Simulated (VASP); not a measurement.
Runs of VASP 6.6.1 on Ag. The structure is that of space group P6/mmm (No. 191), or close to it. The cells are those of the table. 

```tsv
task	cell	k mesh	cutoff (eV)	gap on the mesh (eV)	pressure (GPa)	relaxed volume (Å³/atom)
relaxation of cell and atoms	relaxed from a = 5.155, b = 5.155, c = 3.526 Å, angles 90.0, 90.0, 120.0°, 4 atoms	6 × 6 × 6	600	none	-0.2	(a)
single point	a = 5.566, b = 5.566, c = 2.764 Å, angles 90.0, 90.0, 120.0°, 4 atoms	6 × 6 × 6	520	none	-0.1	-
relaxation of cell and atoms	relaxed from a = 5.566, b = 5.566, c = 2.764 Å, angles 90.0, 90.0, 120.0°, 4 atoms	12 × 12 × 16	600	none	0.1	18.57
single point	a = 5.155, b = 5.155, c = 3.526 Å, angles 90.0, 90.0, 120.0°, 4 atoms	6 × 6 × 6	520	none	4.3	-
```

Alike in all rows: level PBE; potentials or basis VASP PAW PBE potentials, release 64 (Ag); no spin polarisation; smearing gaussian 0.1 eV.

Problem. Fill in the values left out.

Solution. (a) 18.55.

Caveats: some runs use coarse meshes.

A k mesh can miss the band edges, and the runs leave out spin-orbit coupling on Ag.

A gap of «none» marks levels without a gap at the run's occupations.
